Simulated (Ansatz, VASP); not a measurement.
# Two plane-wave programs on W

```
W
1.0
    -1.58532    1.59730    1.58532
     1.60928   -1.59730    1.60928
     1.58532    1.59730   -1.58532
W
1
Direct
  0.00000 0.00000 0.00000
```

Change from the starting cell: strain +0.0150 x Voigt [0, 0, 0, 0, 1, 0], atoms carried along.

Alike in both runs: task single point; functional PBEsol; k mesh 20 × 20 × 20; occupations gaussian, width 0.15 eV; no spin polarisation.

|  | VASP | Ansatz |
| --- | --- | --- |
| version | VASP 6.6.1 | Ansatz 0.2.0 |
| potentials or method | VASP PAW PBE potentials, release 64 (W_sv), cutoff 520 eV | scalar-relativistic, plane waves, PAW |
| valence electrons in the cell | 14 | 14 |

Ansatz gave:

| Property | Result |
| --- | --- |
| gap on the k mesh at the Fermi level (eV) | none |
| pressure (GPa) | -11.4 |
| traceless stress, the component that is largest in VASP (GPa) | -2.07 |

Problem. Estimate VASP's values.

Solution. gap on the k mesh at the Fermi level (eV): none; pressure (GPa): -10.9; traceless stress, the component that is largest in VASP (GPa): -2.11.

VASP's potentials were made for PBE, not for PBEsol. A gap of «none» marks a metal or a gap that the smearing closes.

Neither program's run includes spin-orbit coupling.
